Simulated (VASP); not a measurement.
# Cu2O (Pn-3m) in VASP: relaxation of cell and atoms with r2SCAN+U

Aim: the relaxation of cell and atoms of Cu2O with r2SCAN+U.

All numbers are computed with VASP 6.6.1; they aren't measurements. Logs are shortened: lines on timing, memory, paths and dates and some standing lists are left out, and cuts for length are marked.

## 1. The cell of the first run

The structure is cubic, space group Pn-3m (No. 224). The conventional cell has a = 4.260 Å, b = 4.260 Å, c = 4.260 Å, α = 90.00°, β = 90.00°, γ = 90.00°. Cu (site symmetry -3m) has 2 O at 1.84 Å within 2.4 Å. O (site symmetry -43m) has 4 Cu at 1.84 Å within 2.4 Å.

## 2. Relaxation of cell and atoms, r2SCAN+U

POSCAR

```
Cu2O
1.0
    4.2600000000      0.0000000000      0.0000000000
    0.0000000000      4.2600000000      0.0000000000
    0.0000000000      0.0000000000      4.2600000000
Cu O
4 2
Direct
    0.2500000000      0.2500000000      0.2500000000
    0.2500000000      0.7500000000      0.7500000000
    0.7500000000      0.7500000000      0.2500000000
    0.7500000000      0.2500000000      0.7500000000
    0.0000000000      0.0000000000      0.0000000000
    0.5000000000      0.5000000000      0.5000000000
```

INCAR.step1

```
  PREC = Accurate
  ENCUT = 660
  ISMEAR = 0
  SIGMA = 0.02
  LREAL = False
  LASPH = True
  NELM = 200
  LMAXMIX = 4
  LDAU = True
  LDAUTYPE = 2
  LDAUL = 2 -1
  LDAUU = 4 0
  LDAUJ = 0 0
  GGA = PE
  ALGO = Normal
  EDIFF = 1E-5
  LWAVE = True
  LCHARG = False
  GGA_COMPAT = False
  IBRION = 2
  ISIF = 3
  EDIFFG = -0.005
  NELMIN = 4
  NSW = 100
```

INCAR.step2

```
  PREC = Accurate
  ENCUT = 660
  EDIFF = 1E-7
  ISMEAR = 0
  SIGMA = 0.02
  LREAL = False
  LASPH = True
  NELM = 200
  ALGO = Normal
  ISIF = 3
  LWAVE = False
  LCHARG = False
  LMAXMIX = 4
  LDAU = True
  LDAUTYPE = 2
  LDAUL = 2 -1
  LDAUU = 4 0
  LDAUJ = 0 0
  LDAUPRINT = 1
  METAGGA = R2SCAN
  LMIXTAU = True
  IBRION = 2
  NSW = 100
  EDIFFG = -0.005
  ISTART = 1
  GGA_COMPAT = False
  NELMIN = 4
```

KPOINTS

```
Automatic mesh
0
Gamma
  6 6 6
```

Potentials or basis: VASP PAW PBE potentials, release 64 (Cu, O).

The run is started by

```console
$ cat potpaw_PBE.64/Cu/POTCAR potpaw_PBE.64/O/POTCAR > POTCAR
$ cp INCAR.step1 INCAR
$ mpirun -np 1 vasp_std > vasp.out
$ cp INCAR.step2 INCAR
$ mpirun -np 1 vasp_std > vasp.out
```

OUTCAR:

```text
PREC = Accurate
   ENCUT = 660
   EDIFF = 1E-7
   ISMEAR = 0
   LREAL = False
   LASPH = True
   NELM = 200
   ISIF = 3
   METAGGA = R2SCAN
   IBRION = 2
   NSW = 100
   EDIFFG = -0.005
   ISTART = 1
   NELMIN = 4

 ion  position               nearest neighbor table
   1  0.250  0.250  0.250-   5 1.84   6 1.84
   2  0.250  0.750  0.750-   5 1.84   6 1.84
   3  0.750  0.750  0.250-   5 1.84   6 1.84
   4  0.750  0.250  0.750-   5 1.84   6 1.84
   5  0.000  0.000  0.000-   1 1.84   2 1.84   3 1.84   4 1.84
   6  0.500  0.500  0.500-   1 1.84   2 1.84   3 1.84   4 1.84

  LATTYP: Found a simple cubic cell.
 ALAT       =     4.2600000000

  Lattice vectors:

 A1 = (   4.2600000000,   0.0000000000,   0.0000000000)
 A2 = (   0.0000000000,   4.2600000000,   0.0000000000)
 A3 = (   0.0000000000,   0.0000000000,   4.2600000000)

Analysis of symmetry for initial positions (statically):
=====================================================================
 Subroutine PRICEL returns:
 Original cell was already a primitive cell.

 Routine SETGRP: Setting up the symmetry group for a
 simple cubic supercell.

 Subroutine GETGRP returns: Found 48 space group operations
 (whereof 24 operations were pure point group operations)
 out of a pool of 48 trial point group operations.

The static configuration has the point symmetry T_d .
 The point group associated with its full space group is O_h .

Analysis of symmetry for dynamics (positions and initial velocities):
=====================================================================
 Subroutine PRICEL returns:
 Original cell was already a primitive cell.

 Routine SETGRP: Setting up the symmetry group for a
 simple cubic supercell.

 Subroutine GETGRP returns: Found 48 space group operations
 (whereof 24 operations were pure point group operations)
 out of a pool of 48 trial point group operations.

The dynamic configuration has the point symmetry T_d .
 The point group associated with its full space group is O_h .

 Subroutine INISYM returns: Found 48 space group operations
 (whereof 24 operations are pure point group operations),
 and found     1 'primitive' translations

----------------------------------------------------------------------------------------

                                     Primitive cell

  volume of cell :      77.3088

  direct lattice vectors                    reciprocal lattice vectors
     4.260000000  0.000000000  0.000000000     0.234741784  0.000000000  0.000000000
     0.000000000  4.260000000  0.000000000     0.000000000  0.234741784  0.000000000
     0.000000000  0.000000000  4.260000000     0.000000000  0.000000000  0.234741784

  length of vectors
     4.260000000  4.260000000  4.260000000     0.234741784  0.234741784  0.234741784

  position of ions in fractional coordinates (direct lattice)
     0.250000000  0.250000000  0.250000000
     0.250000000  0.750000000  0.750000000
     0.750000000  0.750000000  0.250000000
     0.750000000  0.250000000  0.750000000
     0.000000000  0.000000000  0.000000000
     0.500000000  0.500000000  0.500000000

  ion indices of the primitive-cell ions
   primitive index   ion index
                 1           1
                 2           2
                 3           3
                 4           4
                 5           5
                 6           6

----------------------------------------------------------------------------------------

 KPOINTS: Automatic mesh

Automatic generation of k-mesh.
 Grid dimensions read from file:
 generate k-points for:    6    6    6

 Generating k-lattice:

  Cartesian coordinates                     Fractional coordinates (reciprocal lattice)
     0.039123631  0.000000000  0.000000000     0.166666667  0.000000000  0.000000000
     0.000000000  0.039123631  0.000000000     0.000000000  0.166666667  0.000000000
     0.000000000  0.000000000  0.039123631     0.000000000  0.000000000  0.166666667

  Length of vectors
     0.039123631  0.039123631  0.039123631

  Shift w.r.t. Gamma in fractional coordinates (k-lattice)
     0.000000000  0.000000000  0.000000000

 Subroutine IBZKPT returns following result:
 ===========================================

 Found     20 irreducible k-points:

 Following reciprocal coordinates:
            Coordinates               Weight
  0.000000  0.000000  0.000000      1.000000
  0.166667  0.000000  0.000000      6.000000
  0.333333  0.000000  0.000000      6.000000
  0.500000  0.000000  0.000000      3.000000
  0.166667  0.166667  0.000000     12.000000
  0.333333  0.166667  0.000000     24.000000
[... 12 lines left out ...]
  0.500000  0.500000  0.333333      6.000000
  0.500000  0.500000  0.500000      1.000000
   k-points           NKPTS =     20   k-points in BZ     NKDIM =     20   number of bands    NBANDS=     33
   number of dos      NEDOS =    301   number of ions     NIONS =      6
   total plane-waves  NPLWV =  46656
   dimension x,y,z NGX =    36 NGY =   36 NGZ =   36
   dimension x,y,z NGXF=    72 NGYF=   72 NGZF=   72
   ions per type =               4   2
   NGX,Y,Z   is equivalent  to a cutoff of  14.05, 14.05, 14.05 a.u.
   NGXF,Y,Z  is equivalent  to a cutoff of  28.10, 28.10, 28.10 a.u.
 SYSTEM =  unknown system
   PREC   = accura    normal or accurate (medium, high low for compatibility)
   ISTART =      1    job   : 0-new  1-cont  2-samecut
   ICHARG =      0    charge: 1-file 2-atom 10-const
   ISPIN  =      1    spin polarized calculation?
   LNONCOLLINEAR =      F non collinear calculations
   LSORBIT =      F    spin-orbit coupling
   LASPH  =      T    aspherical Exc in radial PAW
   ENCUT  =  660.0 eV  48.51 Ry    6.96 a.u.   8.92  8.92  8.92*2*pi/ulx,y,z
   NELM   =    200;   NELMIN=  4; NELMDL=  0     # of ELM steps
   EDIFF  = 0.1E-06   stopping-criterion for ELM
   LREAL  =      F    real-space projection
   EDIFFG = -.5E-02   stopping-criterion for IOM
   NSW    =    100    number of steps for IOM
   IBRION =      2    ionic relax: 0-MD 1-quasi-New 2-CG
   NFREE  =      1    steps in history (QN), initial steepest desc. (CG)
   ISIF   =      3    stress and relaxation
   ISYM   =      2    0-nonsym 1-usesym 2-fastsym
   POTIM  = 0.5000    time-step for ionic-motion
   TEBEG  =    0.0;   TEEND  =   0.0 temperature during run
   PSTRESS=    0.0 pullay stress
   NELECT =      56.0000    total number of electrons
   NUPDOWN=      -1.0000    fix difference up-down
   EMIN   =  10.00;   EMAX   =-10.00  energy-range for DOS
   EFERMI =   0.00;   METHOD = LEGACY
   ISMEAR =     0;   SIGMA  =   0.02  broadening in eV -4-tet -1-fermi 0-gaus
   EFERMI_NEDOS =   21; number of points for ismear=-14 and -15
   IALGO  =     38    algorithm
   IMIX   =      4    mixing-type and parameters
     AMIX     =   0.40;   BMIX     =  1.00
     AMIX_MAG =   1.60;   BMIX_MAG =  1.00
  volume/ion in A,a.u.               =      12.88        86.95
  Fermi-wavevector in a.u.,A,eV,Ry     =   1.470261  2.778391 29.411289  2.161669
  Thomas-Fermi vector in A             =   2.585540
   LORBIT       =      0    0 simple, 1 ext, 2 COOP (PROOUT), +10 PAW based schemes
 LDA+U is selected, type is set to LDAUTYPE =  2
   angular momentum for each species LDAUL =     2   -1
   U (eV)           for each species LDAUU =   4.0  0.0
   J (eV)           for each species LDAUJ =   0.0  0.0
   METAGGA = R2SCAN    functional components
   LHFCALC =     F    Hartree Fock is set to
   AEXX    =    0.0000 exact exchange contribution
   IVDW    =     0    specifies the selected vdW correction
   LEPSILON=     F    determine dielectric tensor
   LRPA    =     F    only Hartree local field effects (RPA)
 conjugate gradient relaxation of ions
 non-spin polarized calculation
 Gauss-broadening in eV      SIGMA  =   0.02
  energy-cutoff  :      660.00
  volume of cell :       77.31
 maximum number of plane-waves:      3016
 NGX is ok and might be reduce to    36
   NGX = 17   NGY = 17   NGZ = 17

--------------------------------------- Ionic step        1  -------------------------------------------

 number of electron      55.9999976 magnetization

 Free energy of the ion-electron system (eV)
  ---------------------------------------------------
  ext. energy  EPLUGINS =         0.00000000
  ---------------------------------------------------
  free energy    TOTEN  =       -53.41390036 eV

  energy without entropy =      -53.41390036  energy(sigma->0) =      -53.41390036

------------------------ aborting loop because EDIFF is reached ----------------------------------------

  FORCE on cell =-STRESS in cart. coord.  units (eV):
  Direction    XX          YY          ZZ          XY          YZ          ZX
  --------------------------------------------------------------------------------------
  -------------------------------------------------------------------------------------
  Total       -0.9553341     -0.9553341     -0.9553341      0.0000000      0.0000000     -0.0000000
  in kB      -19.7987187    -19.7987187    -19.7987187      0.0000000      0.0000000     -0.0000000
  external PRESSURE =     -19.7987187 kB  Pullay stress =       0.0000000 kB
[... 188 lines left out ...]
  o =  0.8591  v = -0.5774 -0.5774 -0.0000  0.5774  0.0000  0.0000  0.0000  0.0000  0.0000  0.0000      0.0000  0.0000  0.0000  0.0000  0.0000  0.0000  0.0000  0.0000  0.0000  0.0000
  o =  0.8591  v =  0.0000  0.0000  0.0000  0.0000  0.0000 -0.5774 -0.5774 -0.0000  0.5774  0.0000      0.0000  0.0000  0.0000  0.0000  0.0000  0.0000  0.0000  0.0000  0.0000  0.0000
  o =  0.9493  v =  0.0000 -0.5768 -0.0000 -0.5768  0.5785  0.0000  0.0000  0.0000  0.0000  0.0000      0.0000  0.0000  0.0000  0.0000  0.0000  0.0000  0.0000  0.0000  0.0000  0.0000
  o =  0.9493  v =  0.0000  0.0000  0.0000  0.0000  0.0000  0.0000 -0.5768 -0.0000 -0.5768  0.5785      0.0000  0.0000  0.0000  0.0000  0.0000  0.0000  0.0000  0.0000  0.0000  0.0000
  o =  0.9493  v = -0.6660  0.3330  0.5785 -0.3330 -0.0000  0.0000  0.0000  0.0000  0.0000  0.0000      0.0000  0.0000  0.0000  0.0000  0.0000  0.0000  0.0000  0.0000  0.0000  0.0000
  o =  0.9493  v =  0.0000  0.0000  0.0000  0.0000  0.0000 -0.6660  0.3330  0.5785 -0.3330 -0.0000      0.0000  0.0000  0.0000  0.0000  0.0000  0.0000  0.0000  0.0000  0.0000  0.0000
  o =  0.9713  v =  0.0000  0.0000  0.0000  0.0000  0.0000 -0.4724  0.2362 -0.8157 -0.2362  0.0000      0.0000  0.0000  0.0000  0.0000  0.0000  0.0000  0.0000  0.0000  0.0000  0.0000
  o =  0.9713  v = -0.4724  0.2362 -0.8157 -0.2362  0.0000  0.0000  0.0000  0.0000  0.0000  0.0000      0.0000  0.0000  0.0000  0.0000  0.0000  0.0000  0.0000  0.0000  0.0000  0.0000
  o =  0.9713  v =  0.0000  0.0000  0.0000  0.0000  0.0000  0.0000 -0.4091 -0.0000 -0.4091 -0.8157      0.0000  0.0000  0.0000  0.0000  0.0000  0.0000  0.0000  0.0000  0.0000  0.0000
  o =  0.9713  v =  0.0000 -0.4091 -0.0000 -0.4091 -0.8157  0.0000  0.0000  0.0000  0.0000  0.0000      0.0000  0.0000  0.0000  0.0000  0.0000  0.0000  0.0000  0.0000  0.0000  0.0000

--------------------------------------- Ionic step        3  -------------------------------------------

 number of electron      56.0000004 magnetization

 Free energy of the ion-electron system (eV)
  ---------------------------------------------------
  ext. energy  EPLUGINS =         0.00000000
  ---------------------------------------------------
  free energy    TOTEN  =       -53.42162940 eV

  energy without entropy =      -53.42162940  energy(sigma->0) =      -53.42162940

 E-fermi :   4.3221     XC(G=0): -11.6271

 val. band max:        4.1872217984   @ k =   0.0000   0.0000   0.0000
 cond. band min:       5.1715190232   @ k =   0.0000   0.0000   0.0000
 fundamental gap:      0.9842972249
 Fermi energy:         4.3220990139

 k-point     1 :       0.0000    0.0000    0.0000
  band No.  band energies     occupation
      1     -16.7212      2.00000
      2     -15.9038      2.00000
      3      -3.1635      2.00000
      4      -3.1635      2.00000
      5      -3.1635      2.00000
      6      -0.4169      2.00000
[... 742 lines left out ...]
  FREE ENERGIE OF THE ION-ELECTRON SYSTEM (eV)
  ---------------------------------------------------
  free  energy   TOTEN  =       -53.4216294036 eV

  energy  without entropy=      -53.4216294036  energy(sigma->0) =      -53.42162940

 reached required accuracy - stopping structural energy minimisation
```

It took 18 min on 1 thread of AMD EPYC 9755, shared host; peak memory 0.21 GiB.

Results:

```
Free energy                           : -53.4216 eV
Relaxed volume                        : 12.68 Å³/atom
Relaxed cell                          : a = 4.237 Å, b = 4.237 Å, c = 4.237 Å, α = 90.00°, β = 90.00°, γ = 90.00°
Space group after relaxing (to 0.1 Å) : Pn-3m (No. 224)
Energy gained by relaxing             : 1.3 meV/atom
Ionic steps                           : 3
Pressure after relaxing               : 0.0 GPa
Band gap on the k mesh                : 0.98 eV
```

The path:
```csv
step,energy change (eV),largest force (eV/Å),pressure (GPa),volume (Å³)
1,0.0000,0.0000,-1.98,77.31
2,-0.0064,0.0000,0.82,75.54
3,-0.0077,0.0000,-0.02,76.06
```

Final structure:
```
CELL_PARAMETERS angstrom
4.23693 0.00000 0.00000
0.00000 4.23693 0.00000
0.00000 0.00000 4.23693
ATOMIC_POSITIONS crystal
Cu 0.25000 0.25000 0.25000
Cu 0.25000 0.75000 0.75000
Cu 0.75000 0.75000 0.25000
Cu 0.75000 0.25000 0.75000
O 0.00000 0.00000 0.00000
O 0.50000 0.50000 0.50000
```

Eigenvalues of the final occupation matrices:
| site | spin | trace | eigenvalues |
| --- | --- | --- | --- |
| site 1 d | 1 | 4.70 | 0.86 0.95 0.95 0.97 0.97 |
| site 1 d | 2 | 4.70 | 0.86 0.95 0.95 0.97 0.97 |
| site 2 d | 1 | 4.70 | 0.86 0.95 0.95 0.97 0.97 |
| site 2 d | 2 | 4.70 | 0.86 0.95 0.95 0.97 0.97 |
| site 3 d | 1 | 4.70 | 0.86 0.95 0.95 0.97 0.97 |
| site 3 d | 2 | 4.70 | 0.86 0.95 0.95 0.97 0.97 |
| site 4 d | 1 | 4.70 | 0.86 0.95 0.95 0.97 0.97 |
| site 4 d | 2 | 4.70 | 0.86 0.95 0.95 0.97 0.97 |

Caveat: the PAW data sets were made with another functional, which shifts forces and pressure a little. A k mesh can miss the band edges.
